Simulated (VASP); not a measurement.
# Cu (Fm-3m) in VASP: further runs

Aim: see how the results for Cu move with the level of theory and the settings. Levels: revPBE, BLYP+D3(BJ). Tasks: single point, relaxation of cell and atoms.

Everything below comes from runs of VASP 6.6.1. Logs are shortened: lines on timing, memory, paths and dates and some standing lists are left out, and cuts for length are marked.

### Step 1. The cell of the first run

The structure is cubic, space group Fm-3m (No. 225). Conventional cell: a = 3.663 Å, b = 3.663 Å, c = 3.663 Å, α = 90.00°, β = 90.00°, γ = 90.00°. Cu (site symmetry m-3m) has 12 Cu at 2.59 Å within 3.4 Å.

### Step 2. Single point, revPBE

File INCAR:

```
PREC = Accurate
ENCUT = 520
EDIFF = 1E-7
ISMEAR = -1
SIGMA = 0.05
LREAL = False
LASPH = True
NELM = 80
ALGO = Normal
ISIF = 2
LWAVE = False
LCHARG = False
GGA = RE
NBANDS = 12
```

File KPOINTS:

```
Automatic mesh
0
Gamma
  13 13 13
```

File POSCAR:

```
Cu
1.0
    0.0000000000      1.8312856224      1.8312856224
    1.8312856224      0.0000000000      1.8312856224
    1.8312856224      1.8312856224      0.0000000000
Cu
1
Direct
    0.0000000000      0.0000000000      0.0000000000
```

Potentials or basis: VASP PAW PBE potentials, release 64 (Cu).

Run with:

```bash
> cat potpaw_PBE.64/Cu/POTCAR > POTCAR
> mpirun -np 1 vasp_std > vasp.out
```

OUTCAR:

```text
PREC = Accurate
   ENCUT = 520
   EDIFF = 1E-7
   ISMEAR = -1
   LREAL = False
   LASPH = True
   NELM = 80
   ISIF = 2
   GGA = RE

 ion  position               nearest neighbor table
   1  0.000  0.000  0.000-

  LATTYP: Found a face centered cubic cell.
 ALAT       =     3.6625712448

  Lattice vectors:

 A1 = (   0.0000000000,   1.8312856224,   1.8312856224)
 A2 = (   1.8312856224,   0.0000000000,   1.8312856224)
 A3 = (   1.8312856224,   1.8312856224,   0.0000000000)

Analysis of symmetry for initial positions (statically):
=====================================================================
 Subroutine PRICEL returns:
 Original cell was already a primitive cell.

 Routine SETGRP: Setting up the symmetry group for a
 face centered cubic supercell.

 Subroutine GETGRP returns: Found 48 space group operations
[... 9 lines left out ...]

 Routine SETGRP: Setting up the symmetry group for a
 face centered cubic supercell.

 Subroutine GETGRP returns: Found 48 space group operations
[... 11 lines left out ...]
                                     Primitive cell

  volume of cell :      12.2828

  direct lattice vectors                    reciprocal lattice vectors
     0.000000000  1.831285622  1.831285622    -0.273032232  0.273032232  0.273032232
     1.831285622  0.000000000  1.831285622     0.273032232 -0.273032232  0.273032232
     1.831285622  1.831285622  0.000000000     0.273032232  0.273032232 -0.273032232

  length of vectors
     2.589828964  2.589828964  2.589828964     0.472905697  0.472905697  0.472905697

  position of ions in fractional coordinates (direct lattice)
     0.000000000  0.000000000  0.000000000

  ion indices of the primitive-cell ions
   primitive index   ion index
                 1           1

----------------------------------------------------------------------------------------

 KPOINTS: Automatic mesh

Automatic generation of k-mesh.
 Grid dimensions read from file:
 generate k-points for:   13   13   13

 Generating k-lattice:

  Cartesian coordinates                     Fractional coordinates (reciprocal lattice)
    -0.021002479  0.021002479  0.021002479     0.076923077  0.000000000  0.000000000
     0.021002479 -0.021002479  0.021002479     0.000000000  0.076923077  0.000000000
     0.021002479  0.021002479 -0.021002479     0.000000000  0.000000000  0.076923077

  Length of vectors
     0.036377361  0.036377361  0.036377361

  Shift w.r.t. Gamma in fractional coordinates (k-lattice)
     0.000000000  0.000000000  0.000000000

 Subroutine IBZKPT returns following result:
 ===========================================

 Found     84 irreducible k-points:

 Following reciprocal coordinates:
            Coordinates               Weight
  0.000000  0.000000  0.000000      1.000000
  0.076923  0.000000  0.000000      8.000000
  0.153846  0.000000  0.000000      8.000000
  0.230769  0.000000  0.000000      8.000000
  0.307692  0.000000  0.000000      8.000000
  0.384615  0.000000  0.000000      8.000000
[... 16 lines left out ...]
  0.384615  0.153846  0.000000     24.000000
  0.461538  0.153846  0.000000     24.000000
 [... further k-points ...]
   k-points           NKPTS =     84   k-points in BZ     NKDIM =     84   number of bands    NBANDS=     12
   number of dos      NEDOS =    301   number of ions     NIONS =      1
   total plane-waves  NPLWV =   8000
   dimension x,y,z NGX =    20 NGY =   20 NGZ =   20
   dimension x,y,z NGXF=    40 NGYF=   40 NGZF=   40
   ions per type =               1
   NGX,Y,Z   is equivalent  to a cutoff of  12.84, 12.84, 12.84 a.u.
   NGXF,Y,Z  is equivalent  to a cutoff of  25.68, 25.68, 25.68 a.u.
 SYSTEM =  unknown system
   PREC   = accura    normal or accurate (medium, high low for compatibility)
   ISTART =      0    job   : 0-new  1-cont  2-samecut
   ICHARG =      2    charge: 1-file 2-atom 10-const
   ISPIN  =      1    spin polarized calculation?
   LNONCOLLINEAR =      F non collinear calculations
   LSORBIT =      F    spin-orbit coupling
   LASPH  =      T    aspherical Exc in radial PAW
   ENCUT  =  520.0 eV  38.22 Ry    6.18 a.u.   4.82  4.82  4.82*2*pi/ulx,y,z
   NELM   =     80;   NELMIN=  2; NELMDL= -5     # of ELM steps
   EDIFF  = 0.1E-06   stopping-criterion for ELM
   LREAL  =      F    real-space projection
   EDIFFG = 0.1E-05   stopping-criterion for IOM
   NSW    =      0    number of steps for IOM
   IBRION =     -1    ionic relax: 0-MD 1-quasi-New 2-CG
   NFREE  =      0    steps in history (QN), initial steepest desc. (CG)
   ISIF   =      2    stress and relaxation
   ISYM   =      2    0-nonsym 1-usesym 2-fastsym
   POTIM  = 0.5000    time-step for ionic-motion
   TEBEG  =    0.0;   TEEND  =   0.0 temperature during run
   PSTRESS=    0.0 pullay stress
   NELECT =      11.0000    total number of electrons
   NUPDOWN=      -1.0000    fix difference up-down
   EMIN   =  10.00;   EMAX   =-10.00  energy-range for DOS
   EFERMI =   0.00;   METHOD = LEGACY
   ISMEAR =    -1;   SIGMA  =   0.05  broadening in eV -4-tet -1-fermi 0-gaus
   EFERMI_NEDOS =   21; number of points for ismear=-14 and -15
   IALGO  =     38    algorithm
   IMIX   =      4    mixing-type and parameters
     AMIX     =   0.40;   BMIX     =  1.00
     AMIX_MAG =   1.60;   BMIX_MAG =  1.00
  volume/ion in A,a.u.               =      12.28        82.89
  Fermi-wavevector in a.u.,A,eV,Ry     =   1.577997  2.981983 33.879542  2.490076
  Thomas-Fermi vector in A             =   2.678595
   LORBIT       =      0    0 simple, 1 ext, 2 COOP (PROOUT), +10 PAW based schemes
   GGA     = RE    functional components
   LHFCALC =     F    Hartree Fock is set to
   AEXX    =    0.0000 exact exchange contribution
   IVDW    =     0    specifies the selected vdW correction
   LEPSILON=     F    determine dielectric tensor
   LRPA    =     F    only Hartree local field effects (RPA)
 non-spin polarized calculation
  energy-cutoff  :      520.00
  volume of cell :       12.28
 maximum number of plane-waves:       338
   NGX =  9   NGY =  9   NGZ =  9

 number of electron      10.9999989 magnetization

 Free energy of the ion-electron system (eV)
  ---------------------------------------------------
  ext. energy  EPLUGINS =         0.00000000
  ---------------------------------------------------
  free energy    TOTEN  =        -3.35305465 eV

  energy without entropy =       -3.35028186  energy(sigma->0) =       -3.35166826

 E-fermi :   7.3913     XC(G=0): -12.3998

 val. band max:        7.2003627273   @ k =   0.4615   0.2308   0.0000
 cond. band min:       7.4093105005   @ k =   0.4615   0.3077   0.0000
 fundamental gap:      0.2089477732
 Fermi energy:         7.3912657248

 k-point     1 :       0.0000    0.0000    0.0000
  band No.  band energies     occupation
      1      -1.8271      2.00000
      2       4.3106      2.00000
      3       4.3106      2.00000
      4       4.3106      2.00000
      5       5.0810      2.00000
      6       5.0810      2.00000
      7      29.4592      0.00000
      8      31.8738      0.00000
      9      31.8738      0.00000
     10      31.8738      0.00000
     11      34.3121      0.00000
     12      34.3122      0.00000

 k-point     2 :       0.0769    0.0000    0.0000
  band No.  band energies     occupation
      1      -1.6179      2.00000
      2       4.2687      2.00000
      3       4.3481      2.00000
      4       4.3481      2.00000
      5       5.0669      2.00000
      6       5.0669      2.00000
      7      27.9502      0.00000
      8      30.2811      0.00000
      9      31.2617      0.00000
     10      31.2617      0.00000
     11      35.2247      0.00000
     12      35.2247      0.00000

 k-point     3 :       0.1538    0.0000    0.0000
  band No.  band energies     occupation
      1      -1.0039      2.00000
      2       4.1664      2.00000
      3       4.4290      2.00000
      4       4.4290      2.00000
      5       5.0539      2.00000
      6       5.0539      2.00000
      7      24.1267      0.00000
      8      29.8882      0.00000
      9      30.3515      0.00000
     10      30.3515      0.00000
     11      36.1784      0.00000
     12      36.6768      0.00000

 k-point     4 :       0.2308    0.0000    0.0000
  band No.  band energies     occupation
      1      -0.0398      2.00000
      2       4.0793      2.00000
      3       4.4635      2.00000
      4       4.4635      2.00000
      5       5.1236      2.00000
      6       5.1236      2.00000
      7      20.2754      0.00000
      8      29.4377      0.00000
      9      29.6225      0.00000
     10      29.6225      0.00000
     11      35.5352      0.00000
     12      35.5352      0.00000

 k-point     5 :       0.3077    0.0000    0.0000
  band No.  band energies     occupation
      1       1.1082      2.00000
      2       4.1827      2.00000
      3       4.4120      2.00000
      4       4.4120      2.00000
      5       5.2969      2.00000
      6       5.2969      2.00000
      7      16.6984      0.00000
      8      28.8462      0.00000
      9      29.1291      0.00000
     10      29.1292      0.00000
     11      33.8100      0.00000
     12      33.8100      0.00000
[... 228 lines left out ...]
      1      -0.0256      2.00000
      2       3.8797      2.00000
      3       4.5718      2.00000
      4       4.6671      2.00000
      5       4.8761      2.00000
      6       5.2586      2.00000
      7      23.3566      0.00000
      8      25.8256      0.00000
      9      27.2635      0.00000
     10      28.9823      0.00000
     11      31.3451      0.00000
     12      38.9160      0.00000

 k-point    22 :       0.3077    0.1538    0.0000
  band No.  band energies     occupation
      1       0.9683      2.00000
      2       3.7823      2.00000
      3       4.4091      2.00000
      4       4.6918      2.00000
      5       5.2263      2.00000
      6       5.3907      2.00000
      7      19.6157      0.00000
      8      25.0941      0.00000
      9      26.4591      0.00000
     10      27.9103      0.00000
     11      33.1373      0.00000
     12      38.1796      0.00000

 k-point    23 :       0.3846    0.1538    0.0000
  band No.  band energies     occupation
      1       1.9985      2.00000
      2       3.8255      2.00000
      3       4.2637      2.00000
      4       4.6402      2.00000
      5       5.5440      2.00000
      6       5.8315      2.00000
      7      16.1501      0.00000
      8      24.8010      0.00000
      9      25.0788      0.00000
     10      27.2778      0.00000
     11      35.9388      0.00000
     12      37.4946      0.00000

 k-point    24 :       0.4615    0.1538    0.0000
  band No.  band energies     occupation
      1       2.6054      2.00000
      2       3.9821      2.00000
      3       4.3260      2.00000
      4       4.5696      2.00000
      5       5.6306      2.00000
      6       6.8945      1.99990
      7      13.1109      0.00000
      8      23.6937      0.00000
      9      24.9800      0.00000
     10      27.1515      0.00000
     11      36.6883      0.00000
     12      36.8288      0.00000

 [... further k-points ...]
[... 5 lines left out ...]
  --------------------------------------------------------------------------------------
  -------------------------------------------------------------------------------------
  Total        0.0180834      0.0180834      0.0180834     -0.0000000      0.0000000      0.0000000
  in kB        2.3588035      2.3588035      2.3588035     -0.0000000      0.0000000      0.0000000
  external PRESSURE =       2.3588035 kB  Pullay stress =       0.0000000 kB

 VOLUME and BASIS-vectors are now :
 -----------------------------------------------------------------------------
  energy-cutoff  :      520.00
  volume of cell :       12.28
      direct lattice vectors                 reciprocal lattice vectors
     0.000000000  1.831285622  1.831285622    -0.273032232  0.273032232  0.273032232
     1.831285622  0.000000000  1.831285622     0.273032232 -0.273032232  0.273032232
     1.831285622  1.831285622  0.000000000     0.273032232  0.273032232 -0.273032232

 POSITION                                       TOTAL-FORCE (eV/Angst)
 -----------------------------------------------------------------------------------
      0.00000      0.00000      0.00000        -0.000000     -0.000000      0.000000
 -----------------------------------------------------------------------------------
    total drift:                                0.000000      0.000000      0.000000

  FREE ENERGIE OF THE ION-ELECTRON SYSTEM (eV)
  ---------------------------------------------------
  free  energy   TOTEN  =        -3.3530546523 eV

  energy  without entropy=       -3.3502818598  energy(sigma->0) =       -3.35166826
```

It took 6.1 s on 1 thread of Intel Xeon 6975P-C (Granite Rapids), shared host; peak memory 0.13 GiB.

What came out:

```yaml
Free_energy: -3.3531 eV
Pressure: 0.2 GPa
```

Caveat: the PAW data sets were made with another functional, which shifts forces and pressure a little.

[end of part 1 of 3]
